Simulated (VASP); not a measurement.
The system is CoSi3.

```
Si Co
1.0
     0.00000    2.94834    2.94834
     2.94834    0.00000    2.94834
     2.94834    2.94834    0.00000
Si Co
3 1
Direct
  0.25000 0.25000 0.25000
  0.75000 0.75000 0.75000
  0.50000 0.50000 0.50000
  0.00000 0.00000 0.00000
```

Base run:

- Program: VASP 6.6.1
- Functional: PBE
- Potentials or basis: VASP PAW PBE potentials, release 64 (Si, Co)
- Cutoff: 520 eV
- k mesh: 12 × 12 × 12
- Occupations: gaussian, width 0.1 eV
- Spin: collinear spin, ferromagnetic start
- Starting moments: [0.25, 0.25, 0.32, 1.99] μB
- Fixed moment: 3 μB

Its results: pressure 4.8 GPa; site moments Si +0.17, +0.20; Co +1.79 μB.

Q: The run is repeated on the same cell with these changes: fixed moment from 3 μB to 2.62 μB; moments at the start from [0.25, 0.25, 0.32, 1.99] to [0.2, 0.2, 0.28, 1.84]. What comes out?

A: Pressure 3.5 GPa; site moments Si +0.14, +0.18; Co +1.65 μB.

Caveats: the total moment is fixed, so each spin has its own Fermi level.
